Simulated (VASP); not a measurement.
# SiC4 in VASP: notebook, part 2 of 2

VASP 6.6.1.

## (3) Single point, PBE

This run uses another cell than the first one, of 12.89 Å³/atom.

INCAR

```
PREC = Accurate
ENCUT = 520
EDIFF = 1E-6
ISMEAR = 0
SIGMA = 0.1
LREAL = F
LASPH = T
NELM = 60
ALGO = Normal
ISIF = 2
LWAVE = F
LCHARG = F
GGA = PE
NBANDS = 18
```

KPOINTS

```
Automatic mesh
0
Gamma
  12 12 12
```

POSCAR

```
SiC4
1.0
   -2.0674045426      2.0674045426      3.7697219586
    2.0674045426     -2.0674045426      3.7697219586
    2.0674045426      2.0674045426     -3.7697219586
Si C
1 4
Direct
    0.5000000000      0.5000000000      0.0000000000
    0.8232279179      0.8232279179      0.6464558358
    0.1767720821      0.1767720821      0.3535441642
    0.8232279179      0.1767720821      0.0000000000
    0.1767720821      0.8232279179      0.0000000000
```

Potentials or basis: VASP PAW PBE potentials, release 64 (Si, C).

Launch:

```bash
cat potpaw_PBE.64/Si/POTCAR potpaw_PBE.64/C/POTCAR > POTCAR
mpirun -np 1 vasp_std > vasp.out
```

OUTCAR:

```text
PREC = Accurate
   ENCUT = 520
   EDIFF = 1E-6
   ISMEAR = 0
   LREAL = F
   LASPH = T
   NELM = 60
   ISIF = 2
   GGA = PE

 ion  position               nearest neighbor table
   1  0.500  0.500  0.000-   2 1.89   4 1.89   5 1.89   3 1.89
   2  0.823  0.823  0.646-   4 1.46   5 1.46   1 1.89   3 2.07
   3  0.177  0.177  0.354-   4 1.46   5 1.46   1 1.89   2 2.07
   4  0.823  0.177  0.000-   2 1.46   3 1.46   1 1.89   5 2.07
   5  0.177  0.823  0.000-   2 1.46   3 1.46   1 1.89   4 2.07

  LATTYP: Found a body centered tetragonal cell.
 ALAT       =     4.1348090852
 C/A-ratio  =     1.8234079886

  Lattice vectors:

 A1 = (  -2.0674045426,   2.0674045426,   3.7697219586)
 A2 = (   2.0674045426,  -2.0674045426,   3.7697219586)
 A3 = (   2.0674045426,   2.0674045426,  -3.7697219586)

Analysis of symmetry for initial positions (statically):
=====================================================================
 Subroutine PRICEL returns:
 Original cell was already a primitive cell.

 Routine SETGRP: Setting up the symmetry group for a
 body centered tetragonal supercell.

 Subroutine GETGRP returns: Found 16 space group operations
 (whereof 16 operations were pure point group operations)
 out of a pool of 16 trial point group operations.

The static configuration has the point symmetry D_4h.

Analysis of symmetry for dynamics (positions and initial velocities):
=====================================================================
 Subroutine PRICEL returns:
 Original cell was already a primitive cell.

 Routine SETGRP: Setting up the symmetry group for a
 body centered tetragonal supercell.

 Subroutine GETGRP returns: Found 16 space group operations
 (whereof 16 operations were pure point group operations)
 out of a pool of 16 trial point group operations.
[... 119 lines left out ...]
   NUPDOWN=      -1.0000    fix difference up-down
   EMIN   =  10.00;   EMAX   =-10.00  energy-range for DOS
   EFERMI =   0.00;   METHOD = LEGACY
   ISMEAR =     0;   SIGMA  =   0.10  broadening in eV -4-tet -1-fermi 0-gaus
   EFERMI_NEDOS =   21; number of points for ismear=-14 and -15
   IALGO  =     38    algorithm
   IMIX   =      4    mixing-type and parameters
     AMIX     =   0.40;   BMIX     =  1.00
     AMIX_MAG =   1.60;   BMIX_MAG =  1.00
  volume/ion in A,a.u.               =      12.89        86.99
  Fermi-wavevector in a.u.,A,eV,Ry     =   1.108353  2.094483 16.714026  1.228446
  Thomas-Fermi vector in A             =   2.244879
   LORBIT       =      0    0 simple, 1 ext, 2 COOP (PROOUT), +10 PAW based schemes
   GGA     = PE    functional components
   LHFCALC =     F    Hartree Fock is set to
   AEXX    =    0.0000 exact exchange contribution
   IVDW    =     0    specifies the selected vdW correction
   LEPSILON=     F    determine dielectric tensor
   LRPA    =     F    only Hartree local field effects (RPA)
 non-spin polarized calculation
 Gauss-broadening in eV      SIGMA  =   0.10
  energy-cutoff  :      520.00
  volume of cell :       64.45
 maximum number of plane-waves:      1774
   NGX = 17   NGY = 17   NGZ = 17

 number of electron      20.0000000 magnetization

 Free energy of the ion-electron system (eV)
  ---------------------------------------------------
  ext. energy  EPLUGINS =         0.00000000
  ---------------------------------------------------
  free energy    TOTEN  =       -36.55465318 eV

  energy without entropy =      -36.54393811  energy(sigma->0) =      -36.54929564

 E-fermi :   3.1308     XC(G=0):  -9.2050

 val. band max:        3.1307558439   @ k =   0.3333   0.3333   0.0833
 cond. band min:       3.1342503281   @ k =  -0.4167   0.2500  -0.0000
 fundamental gap:      0.0034944841
 Fermi energy:         3.1307670872

 k-point     1 :       0.0000    0.0000    0.0000
  band No.  band energies     occupation
      1     -14.7162      2.00000
      2      -6.9951      2.00000
      3      -6.7257      2.00000
      4      -6.7257      2.00000
      5      -3.4219      2.00000
      6      -1.8541      2.00000
[... 481 lines left out ...]
      5      -3.3138      2.00000
      6      -1.5836      2.00000
[... 10 lines left out ...]
     17      12.3943      0.00000
     18      13.2059      0.00000

 [... further k-points ...]
[... 5 lines left out ...]
  --------------------------------------------------------------------------------------
  -------------------------------------------------------------------------------------
  Total        0.1239243      0.1239243     -0.0052759      0.0000000      0.0000000      0.0000000
  in kB        3.0806810      3.0806810     -0.1311565      0.0000000      0.0000000      0.0000000
  external PRESSURE =       2.0100685 kB  Pullay stress =       0.0000000 kB

 VOLUME and BASIS-vectors are now :
 -----------------------------------------------------------------------------
  energy-cutoff  :      520.00
  volume of cell :       64.45
      direct lattice vectors                 reciprocal lattice vectors
    -2.067404543  2.067404543  3.769721959     0.000000000  0.241849135  0.132635777
     2.067404543 -2.067404543  3.769721959     0.241849135  0.000000000  0.132635777
     2.067404543  2.067404543 -3.769721959     0.241849135  0.241849135  0.000000000

 POSITION                                       TOTAL-FORCE (eV/Angst)
 -----------------------------------------------------------------------------------
      0.00000      0.00000      3.76972         0.000000      0.000000     -0.000000
      1.33649      1.33649      3.76972        -0.069639     -0.069639     -0.000000
      0.73092      0.73092      0.00000         0.069639      0.069639      0.000000
     -1.33649      1.33649      3.76972         0.069639     -0.069639     -0.000000
      1.33649     -1.33649      3.76972        -0.069639      0.069639     -0.000000
 -----------------------------------------------------------------------------------
    total drift:                               -0.000000     -0.000000     -0.000000

  FREE ENERGIE OF THE ION-ELECTRON SYSTEM (eV)
  ---------------------------------------------------
  free  energy   TOTEN  =       -36.5546531775 eV

  energy  without entropy=      -36.5439381082  energy(sigma->0) =      -36.54929564
```

OSZICAR:

```text
N       E                     dE             d eps       ncg     rms          rms(c)
DAV:   1     0.521336078055E+02    0.52134E+02   -0.92362E+03  5868   0.972E+02
DAV:   2    -0.351615910021E+02   -0.87295E+02   -0.83974E+02  7778   0.182E+02
DAV:   3    -0.400190797941E+02   -0.48575E+01   -0.48060E+01  7586   0.421E+01
DAV:   4    -0.400778360182E+02   -0.58756E-01   -0.58699E-01  8056   0.527E+00
DAV:   5    -0.400788861744E+02   -0.10502E-02   -0.10499E-02  7932   0.664E-01    0.111E+01
DAV:   6    -0.370500719635E+02    0.30288E+01   -0.58377E+00  6846   0.117E+01    0.595E+00
DAV:   7    -0.365772086584E+02    0.47286E+00   -0.12171E+00  7352   0.620E+00    0.221E+00
DAV:   8    -0.365523139514E+02    0.24895E-01   -0.10200E-01  7270   0.164E+00    0.728E-01
DAV:   9    -0.365544246486E+02   -0.21107E-02   -0.13825E-02  7174   0.706E-01    0.215E-01
DAV:  10    -0.365547662306E+02   -0.34158E-03   -0.34574E-03  6840   0.314E-01    0.822E-02
DAV:  11    -0.365546168406E+02    0.14939E-03   -0.32428E-04  6982   0.101E-01    0.364E-02
DAV:  12    -0.365546562782E+02   -0.39438E-04   -0.15428E-04  6420   0.657E-02    0.189E-02
DAV:  13    -0.365546525992E+02    0.36790E-05   -0.14825E-05  7874   0.194E-02    0.444E-03
DAV:  14    -0.365546531775E+02   -0.57826E-06   -0.84524E-07  5312   0.576E-03
   1 F= -.36554653E+02 E0= -.36549296E+02  d E =-.107151E-01
```

stdout:

```text
POSCAR found type information on POSCAR SiC
 POSCAR found :  2 types and       5 ions
 scaLAPACK will be used
 LDA part: xc-table for (Slater+PW92), standard interpolation
 POSCAR, INCAR and KPOINTS ok, starting setup
 FFT: planning ... GRIDC
 FFT: planning ... GRID_SOFT
 FFT: planning ... GRID
 WAVECAR not read
 entering main loop
```

Run time: 2.4 min. Hardware: 1 thread of Intel Xeon Platinum 8488C (Sapphire Rapids), shared host; peak memory 0.3 GiB.

Results:

- Free energy: -36.5547 eV
- Pressure: 0.2 GPa
- Largest force: 0.098 eV/Å
- Band gap on the k mesh: zero (bands 10 and 11 overlap by 1.79 eV)

Forces in eV/Å, atoms in the order of the input:
```
Si   0.000  0.000  0.000
C   -0.070 -0.070  0.000
C    0.070  0.070  0.000
C    0.070 -0.070  0.000
C   -0.070  0.070  0.000
```

Levels at points of the mesh, in eV from the Fermi level:
| k point | band 6 | band 7 | band 8 | band 9 | band 10 | band 11 | band 12 | band 13 | band 14 | band 15 |
| --- | --- | --- | --- | --- | --- | --- | --- | --- | --- | --- |
| (0.00, 0.00, 0.00) | -4.98 | -3.51 | -3.51 | -2.90 | 0.20 | 0.20 | 2.24 | 3.16 | 5.21 | 6.61 |
| (0.50, 0.00, 0.00) | -5.93 | -4.84 | -4.05 | -2.16 | 0.30 | 1.27 | 4.43 | 4.88 | 5.39 | 6.32 |
| (0.50, 0.50, 0.00) | -3.92 | -3.32 | -1.84 | -1.83 | -0.98 | 0.01 | 0.31 | 4.93 | 7.59 | 7.67 |
| (0.50, 0.50, 0.50) | -6.29 | -3.51 | -3.51 | -2.80 | 1.05 | 1.05 | 2.87 | 3.61 | 6.07 | 10.44 |

## (4) Single point, PBE, collinear spin

INCAR

```
SYSTEM = SiC4
  ALGO = Normal
  EDIFF = 1E-6
  ENCUT = 520
  GGA = PE
  ISIF = 2
  ISMEAR = 0
  ISPIN = 2
  LASPH = .True.
  LCHARG = .False.
  LORBIT = 11
  LREAL = .False.
  LWAVE = .False.
  MAGMOM = 0 1 1 1 1
  NBANDS = 22
  NELM = 150
  PREC = Accurate
  SIGMA = 0.1
```

KPOINTS

```
k-points
0
Gamma
  6 6 6
  0 0 0
```

POSCAR

```
SiC4
1.0
   -2.0694554655      2.0694554655      3.6858245886
    2.0694554655     -2.0694554655      3.6858245886
    2.0694554655      2.0694554655     -3.6858245886
Si C
1 4
Direct
    0.5000000000      0.5000000000      0.0000000000
    0.8232338452      0.8232338452      0.6464676905
    0.1767661548      0.1767661548      0.3535323095
    0.8232338452      0.1767661548      0.0000000000
    0.1767661548      0.8232338452      0.0000000000
```

Launch:

```bash
cat potpaw_PBE.64/Si/POTCAR potpaw_PBE.64/C/POTCAR > POTCAR
mpirun -np 1 vasp_std > vasp.out
```

Run time: 73 s. Hardware: 1 thread of Intel Xeon Platinum 8488C (Sapphire Rapids), shared host; peak memory 0.26 GiB.

The run converged. Its results:

* Free energy: -36.5358 eV
* Pressure: 0.2 GPa
* Largest force: 0.101 eV/Å
* Band gap on the k mesh: zero (filled and empty bands overlap)
* Net moment: 0.00 μB per cell
* Valence electrons inside the program's atomic spheres: Si 1.64; C 2.50

Forces on the atoms (eV/Å):
```
Si   0.000  0.000  0.000
C   -0.071 -0.071  0.000
C    0.071  0.071  0.000
C    0.071 -0.071  0.000
C   -0.071  0.071  0.000
```

Stress tensor (GPa, compression positive):
```
0.23 0.00 0.00
0.00 0.23 0.00
0.00 0.00 0.10
```

Levels at points of the mesh, in eV from the Fermi level:
Spin up:
```
           k point  band 7  band 8  band 9  band 10  band 11  band 12  band 13  band 14
(0.00, 0.00, 0.00)   -3.48   -3.48   -2.89     0.15     0.15     2.20     3.22     5.31
(0.50, 0.00, 0.00)   -4.81   -4.02   -2.14     0.33     1.28     4.43     4.88     5.43
(0.50, 0.50, 0.00)   -3.28   -1.81   -1.80    -1.04     0.08     0.41     4.93     7.61
(0.50, 0.50, 0.50)   -3.47   -3.47   -2.76     1.13     1.13     3.00     3.59     6.02
```
Spin down:
```csv
k point,band 7,band 8,band 9,band 10,band 11,band 12,band 13,band 14
"(0.00, 0.00, 0.00)",-3.48,-3.48,-2.89,0.15,0.15,2.20,3.22,5.31
"(0.50, 0.00, 0.00)",-4.81,-4.02,-2.14,0.33,1.28,4.43,4.88,5.43
"(0.50, 0.50, 0.00)",-3.28,-1.81,-1.80,-1.04,0.08,0.41,4.93,7.61
"(0.50, 0.50, 0.50)",-3.47,-3.47,-2.76,1.13,1.13,3.00,3.59,6.02
```

## (5) Relaxation of cell and atoms, PBE

INCAR

```
  PREC = Accurate
  ENCUT = 600
  EDIFF = 1E-7
  ISMEAR = 0
  SIGMA = 0.1
  LREAL = F
  LASPH = T
  NELM = 100
  ALGO = Normal
  ISIF = 3
  LWAVE = F
  LCHARG = F
  GGA = PE
  IBRION = 2
  NSW = 100
  EDIFFG = -0.01
```

KPOINTS

```
regular mesh
0
Gamma
  12 12 12
```

POSCAR is that of step 4.

Launch:

```bash
cat potpaw_PBE.64/Si/POTCAR potpaw_PBE.64/C/POTCAR > POTCAR
mpirun -np 1 vasp_std > vasp.out
```

Wall time 7.9 min (1 thread of Intel Xeon Platinum 8488C (Sapphire Rapids), shared host); peak memory 0.34 GiB.

Results (log left out):

* Free energy: -36.5607 eV
* Relaxed volume: 12.60 Å³/atom
* Relaxed cell: a = 4.704 Å, b = 4.704 Å, c = 4.704 Å, α = 127.87°, β = 127.87°, γ = 76.83°
* Space group after relaxing (to 0.1 Å): I4/mmm (No. 139)
* Energy gained by relaxing: 0.1 meV/atom
* Ionic steps: 6
* Pressure after relaxing: 0.0 GPa
* Band gap on the k mesh: zero (bands 10 and 11 overlap by 1.92 eV)

The path:
| step | energy change (eV) | largest force (eV/Å) | pressure (GPa) | volume (Å³) |
| --- | --- | --- | --- | --- |
| 1 | 0.0000 | 0.0620 | -0.41 | 63.14 |
| 2 | 0.0001 | 0.0954 | 0.35 | 62.84 |
| 3 | -0.0005 | 0.0129 | -0.05 | 63.00 |
| 4 | -0.0005 | 0.0117 | -0.06 | 63.00 |
| 5 | -0.0004 | 0.0380 | 0.15 | 62.96 |
| 6 | -0.0005 | 0.0014 | 0.00 | 62.99 |

Final structure:
```yaml
crystal:
  lattice:
    - [-2.06697, 2.06697, 3.68589]
    - [2.06697, -2.06697, 3.68589]
    - [2.06697, 2.06697, -3.68589]
  atoms:
    - { symbol: Si, position: [0.50000, 0.50000, 0.00000] }
    - { symbol: C, position: [0.82301, 0.82301, 0.64603] }
    - { symbol: C, position: [0.17699, 0.17699, 0.35397] }
    - { symbol: C, position: [0.82301, 0.17699, 0.00000] }
    - { symbol: C, position: [0.17699, 0.82301, 0.00000] }
```

Levels at points of the mesh, in eV from the Fermi level:
```tsv
k point	band 6	band 7	band 8	band 9	band 10	band 11	band 12	band 13	band 14
(0.00, 0.00, 0.00)	-4.89	-3.52	-3.52	-2.92	0.14	0.14	2.20	3.23	5.33
(0.50, 0.00, 0.00)	-5.93	-4.82	-4.03	-2.16	0.30	1.28	4.42	4.89	5.43
(0.50, 0.50, 0.00)	-3.90	-3.31	-1.83	-1.82	-1.05	0.06	0.39	4.95	7.57
(0.50, 0.50, 0.50)	-6.36	-3.51	-3.51	-2.79	1.12	1.12	3.01	3.62	6.02
```

## (6) Overview

```tsv
task	spin	cell	k mesh	cutoff (eV)	gap on the mesh (eV)	pressure (GPa)	largest force (eV/Å)
single point	off	a = 4.706 Å, angles 127.8, 127.8, 76.9°, 5 atoms	6 × 6 × 6	520	none	0.2	0.10
single point	off	a = 4.771 Å, angles 128.6, 128.6, 75.6°, 5 atoms	12 × 12 × 12	520	none	0.2	0.10
single point	collinear	a = 4.706 Å, angles 127.8, 127.8, 76.9°, 5 atoms	6 × 6 × 6	520	none	0.2	0.10
relaxation of cell and atoms	off	relaxed from a = 4.706 Å, angles 127.8, 127.8, 76.9°, 5 atoms	12 × 12 × 12	600	none	0.0	-
```

Some of these runs hold the atoms at other places in the same cell, which the table doesn't show; runs alike in all that it shows share one row.

Alike in all rows: level PBE; potentials or basis VASP PAW PBE potentials, release 64 (Si, C); smearing gaussian 0.1 eV.

Absolute energies hang on the potentials; compare differences alone.
